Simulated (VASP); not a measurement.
Set up this calculation in VASP 6.6.1, as the native input.

| Item | Value |
| --- | --- |
| Task | relaxation of cell and atoms |
| Functional | PBEsol |
| Potentials or basis | VASP PAW PBE potentials, release 64 (Ta_pv) |
| Cutoff | 600 eV |
| k mesh | 12 × 12 × 8 |
| Occupations | gaussian, width 0.15 eV |
| Spin | no spin polarisation |
| Dipole correction | no |
| Further INCAR settings | ALGO = Fast; EDIFF = 1e-06; IBRION = 2; EDIFFG = -0.01; NSW = 100; ISIF = 3 |

The structure of Ta lies in POSCAR:

```
Ta
1.0
    2.8669354486      0.0000000000      0.0000000000
   -1.4334677243      2.4828389295      0.0000000000
    0.0000000000      0.0000000000      5.0914149207
Ta
2
Direct
    0.5410003387      0.2543800283      0.7510403075
    0.4589996613      0.7456199717      0.2489596925
```

One way to write it, as run:

INCAR

```
SYSTEM = Ta
ALGO     = Fast           ! electronic algorithm
EDIFF    = 1E-6           ! SCF threshold, eV
EDIFFG   = -0.01          ! ionic threshold
ENCUT    = 600            ! plane-wave cutoff, eV
GGA      = PS             ! functional
IBRION   = 2              ! ionic algorithm
ISIF     = 3              ! what is computed and relaxed
ISMEAR   = 0              ! smearing method
LASPH    = .TRUE.         ! aspherical terms in the spheres
LCHARG   = .FALSE.        ! write CHGCAR
LREAL    = .FALSE.        ! projectors in reciprocal space
LWAVE    = .FALSE.        ! write WAVECAR
NELM     = 100            ! most SCF steps
NSW      = 100            ! ionic steps
PREC     = Accurate       ! precision mode
SIGMA    = 0.15           ! smearing width, eV
```

KPOINTS

```
k-points
0
G
  12 12 8
  0 0 0
```

Potentials or basis: VASP PAW PBE potentials, release 64 (Ta_pv).

Run with:

```sh
$ cat potpaw_PBE.64/Ta_pv/POTCAR > POTCAR
$ mpirun -np 1 vasp_std > vasp.out
```

Results of the run:

```json
{
  "Relaxed volume": "17.65 Å³/atom",
  "Relaxed cell": "a = 2.840 Å, b = 3.279 Å, c = 4.643 Å, α = 90.00°, β = 90.00°, γ = 125.27°",
  "Space group after relaxing (to 0.1 Å)": "Im-3m (No. 229)",
  "Energy gained by relaxing": "180.7 meV/atom",
  "Ionic steps": "17",
  "Pressure after relaxing": "0.0 GPa",
  "Band gap on the k mesh": "zero (bands 11 and 12 overlap by 2.87 eV)"
}
```

Caveat: the PAW data sets were made with another functional, which shifts forces and pressure a little; spin-orbit coupling is left out, which moves the levels of the heavy elements.

Wall time 20 min on 1 thread of Intel(R) Xeon(R) 6975P-C (Granite Rapids), with other jobs on the host, peak memory 0.48 GiB.
